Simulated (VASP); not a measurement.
# Be (Pm-3m) in VASP: further runs

Runs on Be. Level: PBEsol. Tasks: single point.

All numbers are computed with VASP 6.6.1; they aren't measurements. Logs are shortened: lines on timing, memory, paths and dates and some standing lists are left out, and cuts for length are marked.

## Step 1: The cell of the first run

Symmetry: Pm-3m, No. 221, cubic system. Conventional cell: a = 2.070 Å, b = 2.070 Å, c = 2.070 Å, α = 90.00°, β = 90.00°, γ = 90.00°. Be (site symmetry m-3m) has 6 Be at 2.07 Å within 2.7 Å.

This isn't the form of Be at room conditions, which is hcp.

## Step 2: Single point, PBEsol

File INCAR:

```
PREC     = Accurate       # precision mode
ENCUT    = 520            # plane-wave cutoff, eV
EDIFF    = 1E-6           # SCF threshold, eV
ISMEAR   = -1             # smearing method
SIGMA    = 0.08           # smearing width, eV
LREAL    = False          # projectors in reciprocal space
LASPH    = True           # aspherical terms in the spheres
NELM     = 100            # most SCF steps
ALGO     = Normal         # electronic algorithm
ISIF     = 2              # what is computed and relaxed
LWAVE    = False          # write WAVECAR
LCHARG   = False          # write CHGCAR
GGA      = PS             # functional
NBANDS   = 7              # bands
```

File KPOINTS:

```
regular mesh
0
Gamma
  19 19 19
```

File POSCAR:

```
Be
1.0
    2.0703066469      0.0000000000      0.0000000000
    0.0000000000      2.0703066469      0.0000000000
    0.0000000000      0.0000000000      2.0703066469
Be
1
Direct
    0.0000000000      0.0000000000      0.0000000000
```

Potentials or basis: VASP PAW PBE potentials, release 64 (Be).

On the command line:

```
$ cat potpaw_PBE.64/Be/POTCAR > POTCAR
$ mpirun -np 1 vasp_std > vasp.out
```

OUTCAR:

```text
PREC = Accurate
   ENCUT = 520
   EDIFF = 1E-6
   ISMEAR = -1
   LREAL = False
   LASPH = True
   NELM = 100
   ISIF = 2
   GGA = PS

 ion  position               nearest neighbor table
   1  0.000  0.000  0.000-

  LATTYP: Found a simple cubic cell.
 ALAT       =     2.0703066469

  Lattice vectors:

 A1 = (   2.0703066469,   0.0000000000,   0.0000000000)
 A2 = (   0.0000000000,   2.0703066469,   0.0000000000)
 A3 = (   0.0000000000,   0.0000000000,   2.0703066469)

Analysis of symmetry for initial positions (statically):
=====================================================================
 Subroutine PRICEL returns:
 Original cell was already a primitive cell.

 Routine SETGRP: Setting up the symmetry group for a
 simple cubic supercell.

 Subroutine GETGRP returns: Found 48 space group operations
 (whereof 48 operations were pure point group operations)
 out of a pool of 48 trial point group operations.

The static configuration has the point symmetry O_h .

Analysis of symmetry for dynamics (positions and initial velocities):
=====================================================================
 Subroutine PRICEL returns:
 Original cell was already a primitive cell.

 Routine SETGRP: Setting up the symmetry group for a
 simple cubic supercell.

 Subroutine GETGRP returns: Found 48 space group operations
 (whereof 48 operations were pure point group operations)
 out of a pool of 48 trial point group operations.

The dynamic configuration has the point symmetry O_h .

 Subroutine INISYM returns: Found 48 space group operations
 (whereof 48 operations are pure point group operations),
 and found     1 'primitive' translations

----------------------------------------------------------------------------------------

                                     Primitive cell

  volume of cell :       8.8737

  direct lattice vectors                    reciprocal lattice vectors
     2.070306647  0.000000000  0.000000000     0.483020233  0.000000000  0.000000000
     0.000000000  2.070306647  0.000000000     0.000000000  0.483020233  0.000000000
     0.000000000  0.000000000  2.070306647     0.000000000  0.000000000  0.483020233

  length of vectors
     2.070306647  2.070306647  2.070306647     0.483020233  0.483020233  0.483020233

  position of ions in fractional coordinates (direct lattice)
     0.000000000  0.000000000  0.000000000

  ion indices of the primitive-cell ions
   primitive index   ion index
                 1           1

----------------------------------------------------------------------------------------

 KPOINTS: regular mesh

Automatic generation of k-mesh.
 Grid dimensions read from file:
 generate k-points for:   19   19   19

 Generating k-lattice:

  Cartesian coordinates                     Fractional coordinates (reciprocal lattice)
     0.025422118  0.000000000  0.000000000     0.052631579  0.000000000  0.000000000
     0.000000000  0.025422118  0.000000000     0.000000000  0.052631579  0.000000000
     0.000000000  0.000000000  0.025422118     0.000000000  0.000000000  0.052631579

  Length of vectors
     0.025422118  0.025422118  0.025422118

  Shift w.r.t. Gamma in fractional coordinates (k-lattice)
     0.000000000  0.000000000  0.000000000

 Subroutine IBZKPT returns following result:
 ===========================================

 Found    220 irreducible k-points:

 Following reciprocal coordinates:
            Coordinates               Weight
  0.000000  0.000000  0.000000      1.000000
  0.052632  0.000000  0.000000      6.000000
  0.105263  0.000000  0.000000      6.000000
  0.157895  0.000000  0.000000      6.000000
  0.210526  0.000000  0.000000      6.000000
  0.263158  0.000000  0.000000      6.000000
[... 16 lines left out ...]
  0.263158  0.105263  0.000000     24.000000
  0.315789  0.105263  0.000000     24.000000
 [... further k-points ...]
   k-points           NKPTS =    220   k-points in BZ     NKDIM =    220   number of bands    NBANDS=      7
   number of dos      NEDOS =    301   number of ions     NIONS =      1
   total plane-waves  NPLWV =   4096
   dimension x,y,z NGX =    16 NGY =   16 NGZ =   16
   dimension x,y,z NGXF=    32 NGYF=   32 NGZF=   32
   ions per type =               1
   NGX,Y,Z   is equivalent  to a cutoff of  12.85, 12.85, 12.85 a.u.
   NGXF,Y,Z  is equivalent  to a cutoff of  25.70, 25.70, 25.70 a.u.
 SYSTEM =  unknown system
   PREC   = accura    normal or accurate (medium, high low for compatibility)
   ISTART =      0    job   : 0-new  1-cont  2-samecut
   ICHARG =      2    charge: 1-file 2-atom 10-const
   ISPIN  =      1    spin polarized calculation?
   LNONCOLLINEAR =      F non collinear calculations
   LSORBIT =      F    spin-orbit coupling
   LASPH  =      T    aspherical Exc in radial PAW
   ENCUT  =  520.0 eV  38.22 Ry    6.18 a.u.   3.85  3.85  3.85*2*pi/ulx,y,z
   NELM   =    100;   NELMIN=  2; NELMDL= -5     # of ELM steps
   EDIFF  = 0.1E-05   stopping-criterion for ELM
   LREAL  =      F    real-space projection
   EDIFFG = 0.1E-04   stopping-criterion for IOM
   NSW    =      0    number of steps for IOM
   IBRION =     -1    ionic relax: 0-MD 1-quasi-New 2-CG
   NFREE  =      0    steps in history (QN), initial steepest desc. (CG)
   ISIF   =      2    stress and relaxation
   ISYM   =      2    0-nonsym 1-usesym 2-fastsym
   POTIM  = 0.5000    time-step for ionic-motion
   TEBEG  =    0.0;   TEEND  =   0.0 temperature during run
   PSTRESS=    0.0 pullay stress
   NELECT =       2.0000    total number of electrons
   NUPDOWN=      -1.0000    fix difference up-down
   EMIN   =  10.00;   EMAX   =-10.00  energy-range for DOS
   EFERMI =   0.00;   METHOD = LEGACY
   ISMEAR =    -1;   SIGMA  =   0.08  broadening in eV -4-tet -1-fermi 0-gaus
   EFERMI_NEDOS =   21; number of points for ismear=-14 and -15
   IALGO  =     38    algorithm
   IMIX   =      4    mixing-type and parameters
     AMIX     =   0.40;   BMIX     =  1.00
     AMIX_MAG =   1.60;   BMIX_MAG =  1.00
  volume/ion in A,a.u.               =       8.87        59.88
  Fermi-wavevector in a.u.,A,eV,Ry     =   0.996285  1.882705 13.504916  0.992583
  Thomas-Fermi vector in A             =   2.128363
   LORBIT       =      0    0 simple, 1 ext, 2 COOP (PROOUT), +10 PAW based schemes
   GGA     = PS    functional components
   LHFCALC =     F    Hartree Fock is set to
   AEXX    =    0.0000 exact exchange contribution
   IVDW    =     0    specifies the selected vdW correction
   LEPSILON=     F    determine dielectric tensor
   LRPA    =     F    only Hartree local field effects (RPA)
 non-spin polarized calculation
  energy-cutoff  :      520.00
  volume of cell :        8.87
 maximum number of plane-waves:       251
 NGX is ok and might be reduce to    16
   NGX =  7   NGY =  7   NGZ =  7

 number of electron       2.0000000 magnetization

 Free energy of the ion-electron system (eV)
  ---------------------------------------------------
  ext. energy  EPLUGINS =         0.00000000
  ---------------------------------------------------
  free energy    TOTEN  =        -2.93089904 eV

  energy without entropy =       -2.92348996  energy(sigma->0) =       -2.92719450

 E-fermi :   5.9431     XC(G=0): -10.2244

 val. band max:        5.9217419557   @ k =   0.4211   0.1579   0.0000
 cond. band min:       5.9541858400   @ k =   0.4737   0.3158   0.0526
 fundamental gap:      0.0324438844
 Fermi energy:         5.9431305701

 k-point     1 :       0.0000    0.0000    0.0000
  band No.  band energies     occupation
      1      -4.5984      2.00000
      2      20.9302      0.00000
      3      20.9302      0.00000
      4      20.9302      0.00000
      5      26.7910      0.00000
      6      26.7910      0.00000
      7      37.1147      0.00000

 k-point     2 :       0.0526    0.0000    0.0000
  band No.  band energies     occupation
      1      -4.5254      2.00000
      2      19.7758      0.00000
      3      21.0076      0.00000
      4      21.0076      0.00000
      5      26.8842      0.00000
      6      28.0616      0.00000
      7      37.0323      0.00000

 k-point     3 :       0.1053    0.0000    0.0000
  band No.  band energies     occupation
      1      -4.3071      2.00000
      2      17.5689      0.00000
      3      21.2375      0.00000
      4      21.2375      0.00000
      5      27.1634      0.00000
      6      30.5741      0.00000
      7      36.8331      0.00000

 k-point     4 :       0.1579    0.0000    0.0000
  band No.  band energies     occupation
      1      -3.9446      2.00000
      2      15.2168      0.00000
      3      21.6135      0.00000
      4      21.6135      0.00000
      5      27.6268      0.00000
      6      33.1597      0.00000
      7      36.7863      0.00000

 k-point     5 :       0.2105    0.0000    0.0000
  band No.  band energies     occupation
      1      -3.4406      2.00000
      2      12.9331      0.00000
      3      22.1226      0.00000
      4      22.1226      0.00000
      5      28.2709      0.00000
      6      34.4724      0.00000
      7      38.0131      0.00000

 k-point     6 :       0.2632    0.0000    0.0000
  band No.  band energies     occupation
      1      -2.8003      2.00000
      2      10.7830      0.00000
      3      22.7422      0.00000
      4      22.7422      0.00000
      5      29.0883      0.00000
      6      34.3411      0.00000
      7      40.5503      0.00000

 k-point     7 :       0.3158    0.0000    0.0000
  band No.  band energies     occupation
      1      -2.0345      2.00000
      2       8.7989      0.00000
      3      23.4337      0.00000
      4      23.4337      0.00000
      5      30.0645      0.00000
      6      33.9130      0.00000
      7      40.7647      0.00000
[... 121 lines left out ...]
 k-point    20 :       0.1053    0.1053    0.0000
  band No.  band energies     occupation
      1      -4.0139      2.00000
      2      16.8629      0.00000
      3      19.1506      0.00000
      4      21.5435      0.00000
      5      29.4392      0.00000
      6      32.2264      0.00000
      7      36.2916      0.00000

 k-point    21 :       0.1579    0.1053    0.0000
  band No.  band energies     occupation
      1      -3.6490      2.00000
      2      15.0878      0.00000
      3      19.0448      0.00000
      4      21.9177      0.00000
      5      30.2558      0.00000
      6      34.3090      0.00000
      7      35.9705      0.00000

 k-point    22 :       0.2105    0.1053    0.0000
  band No.  band energies     occupation
      1      -3.1417      2.00000
      2      12.9816      0.00000
      3      19.4562      0.00000
      4      22.4241      0.00000
      5      30.9515      0.00000
      6      34.2502      0.00000
      7      37.8863      0.00000

 k-point    23 :       0.2632    0.1053    0.0000
  band No.  band energies     occupation
      1      -2.4969      2.00000
      2      10.9102      0.00000
      3      20.0818      0.00000
      4      23.0399      0.00000
      5      31.6845      0.00000
      6      33.2353      0.00000
      7      40.1638      0.00000

 k-point    24 :       0.3158    0.1053    0.0000
  band No.  band energies     occupation
      1      -1.7250      2.00000
      2       8.9670      0.00000
      3      20.8403      0.00000
      4      23.7263      0.00000
      5      31.8036      0.00000
      6      32.7733      0.00000
      7      39.7148      0.00000

 [... further k-points ...]

------------------------ aborting loop because EDIFF is reached ----------------------------------------

  FORCE on cell =-STRESS in cart. coord.  units (eV):
  Direction    XX          YY          ZZ          XY          YZ          ZX
  --------------------------------------------------------------------------------------
  -------------------------------------------------------------------------------------
  Total        0.7367470      0.7367470      0.7367470      0.0000000      0.0000000      0.0000000
  in kB      133.0224441    133.0224441    133.0224441      0.0000000      0.0000000      0.0000000
  external PRESSURE =     133.0224441 kB  Pullay stress =       0.0000000 kB

 VOLUME and BASIS-vectors are now :
 -----------------------------------------------------------------------------
  energy-cutoff  :      520.00
  volume of cell :        8.87
      direct lattice vectors                 reciprocal lattice vectors
     2.070306647  0.000000000  0.000000000     0.483020233  0.000000000  0.000000000
     0.000000000  2.070306647  0.000000000     0.000000000  0.483020233  0.000000000
     0.000000000  0.000000000  2.070306647     0.000000000  0.000000000  0.483020233

 POSITION                                       TOTAL-FORCE (eV/Angst)
 -----------------------------------------------------------------------------------
      0.00000      0.00000      0.00000         0.000000      0.000000      0.000000
 -----------------------------------------------------------------------------------
    total drift:                                0.000000     -0.000000     -0.000000

  FREE ENERGIE OF THE ION-ELECTRON SYSTEM (eV)
  ---------------------------------------------------
  free  energy   TOTEN  =        -2.9308990377 eV

  energy  without entropy=       -2.9234899638  energy(sigma->0) =       -2.92719450
```

It took 5.2 s on 1 thread of Intel Xeon 8259CL, shared host; peak memory 0.12 GiB.

Results:

* Free energy: -2.9309 eV
* Pressure: 13.3 GPa
* Band gap on the k mesh: zero (bands 1 and 2 overlap by 7.00 eV)

Caveat: the cell stands under pressure; the PAW data sets were made with another functional, which shifts forces and pressure a little.

## Step 3: Single point, PBEsol

File INCAR:

```
PREC = Accurate ; ENCUT = 520
EDIFF = 1E-6 ; ISMEAR = -1
SIGMA = 0.08 ; LREAL = False
LASPH = True ; NELM = 80
ALGO = Normal ; ISIF = 2
LWAVE = False ; LCHARG = False
GGA = PS ; NBANDS = 7
```

File KPOINTS:

```
Automatic mesh
0
Gamma
  19 19 19
```

File POSCAR:

```
Be
1.0
    2.0700971234      0.0000000000      0.0000000000
    0.0000000000      2.0700971234      0.0000000000
    0.0000000000      0.0000000000      2.0700971234
Be
1
Direct
    0.0000000000      0.0000000000      0.0000000000
```

Potentials or basis: VASP PAW PBE potentials, release 64 (Be).

On the command line:

```
$ cat potpaw_PBE.64/Be/POTCAR > POTCAR
$ mpirun -np 1 vasp_std > vasp.out
```

It took 5.1 s on 1 thread of Intel Xeon 8259CL, shared host; peak memory 0.12 GiB.

It converged, with:

```
Free energy            : -2.9307 eV
Pressure               : 13.3 GPa
Band gap on the k mesh : zero (bands 1 and 2 overlap by 7.00 eV)
```

Levels at points of the mesh, in eV from the Fermi level:
```tsv
k point	band 1	band 2	band 3	band 4
(0.00, 0.00, 0.00)	-10.54	14.99	14.99	14.99
```

Caveat: the cell stands under pressure; the PAW data sets were made with another functional, which shifts forces and pressure a little.
